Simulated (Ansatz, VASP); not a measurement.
## Cu6Ru: VASP beside Ansatz

```
CELL_PARAMETERS angstrom
0.00000 3.62673 3.62673
3.62673 0.00000 3.62673
3.62673 3.62673 0.00000
ATOMIC_POSITIONS crystal
Cu 0.50000 0.00000 0.00000
Cu 0.00000 0.50000 0.50000
Cu 0.00000 0.50000 0.00000
Cu 0.50000 0.00000 0.50000
Cu 0.00000 0.00000 0.50000
Cu 0.50000 0.50000 0.00000
Ru 0.00000 0.00000 0.00000
```

Alike in both runs: functional PBE; k mesh 8 × 8 × 8; occupations gaussian, width 0.1 eV; no spin polarisation.

Ansatz relaxed the structure, and its values are those at the end. VASP's run is a single point on that final structure, the one shown.

|  | VASP | Ansatz |
| --- | --- | --- |
| version | VASP 6.6.1 | Ansatz 0.2.0 |
| potentials or method | VASP PAW PBE potentials, release 64 (Cu, Ru_pv), cutoff 520 eV | scalar-relativistic, plane waves, PAW |
| valence electrons in the cell | 80 | 130 |

|  | VASP | Ansatz | Ansatz less VASP |
| --- | --- | --- | --- |
| gap on the k mesh at the Fermi level (eV) | none | none | - |
| pressure (GPa) | 0.4 | 0.0 | -0.38 |

A gap of «none» marks a metal or a gap that the smearing closes. VASP's potentials hold 80 valence electrons a cell and Ansatz's 130, so a difference there can come from the potentials and not from the codes.
